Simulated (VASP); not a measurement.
Wanted: the native input for a VASP 6.6.1 run.

```
Task                   : single point
Functional             : RPBE
Potentials or basis    : VASP PAW PBE potentials, release 64 (Ni, Al)
Cutoff                 : 520 eV
k mesh                 : 8 × 8 × 8
Occupations            : fermi-dirac, width 0.05 eV
Spin                   : collinear spin, ferromagnetic start
Starting moments       : [1.0, 1.0, 1.0, 0.0] μB
Dipole correction      : no
Further INCAR settings : ALGO = Normal; EDIFF = 1e-06; NBANDS = 28
```

The structure of AlNi3 lies in POSCAR:

```
AlNi3
1.0
    3.5230547267      0.0000000000      0.0000000000
    0.0000000000      3.5230547267      0.0000000000
    0.0000000000      0.0000000000      3.5230547267
Ni Al
3 1
Direct
    0.5000000000      0.5000000000      0.0000000000
    0.5000000000      0.0000000000      0.5000000000
    0.0000000000      0.5000000000      0.5000000000
    0.0000000000      0.0000000000      0.0000000000
```

These files were run (other wordings do the same):

INCAR

```
  PREC = Accurate
  ENCUT = 520
  EDIFF = 1E-6
  ISMEAR = -1
  SIGMA = 0.05
  LREAL = False
  LASPH = True
  NELM = 150
  ALGO = Normal
  ISIF = 2
  LWAVE = False
  LCHARG = False
  ISPIN = 2
  MAGMOM = 1 1 1 0
  LORBIT = 11
  LMAXMIX = 4
  GGA = RP
  NBANDS = 28
```

KPOINTS

```
Automatic mesh
0
Gamma
  8 8 8
```

Potentials or basis: VASP PAW PBE potentials, release 64 (Ni, Al).

Run with:

```bash
$ cat potpaw_PBE.64/Ni/POTCAR potpaw_PBE.64/Al/POTCAR > POTCAR
$ mpirun -np 1 vasp_std > vasp.out
```

Results of the run:

```
Pressure                                              : 12.4 GPa
Net moment                                            : 0.69 μB per cell
Site moments                                          : Ni +0.25; Al -0.01 μB
Valence electrons inside the program's atomic spheres : Ni 9.44; Al 0.82
```

Caveat: the cell stands under pressure; the PAW data sets were made with another functional, which shifts forces and pressure a little.

It took 53 s on 1 thread of AMD EPYC 9R14 (Zen 4) (shared host), peak memory 0.17 GiB.
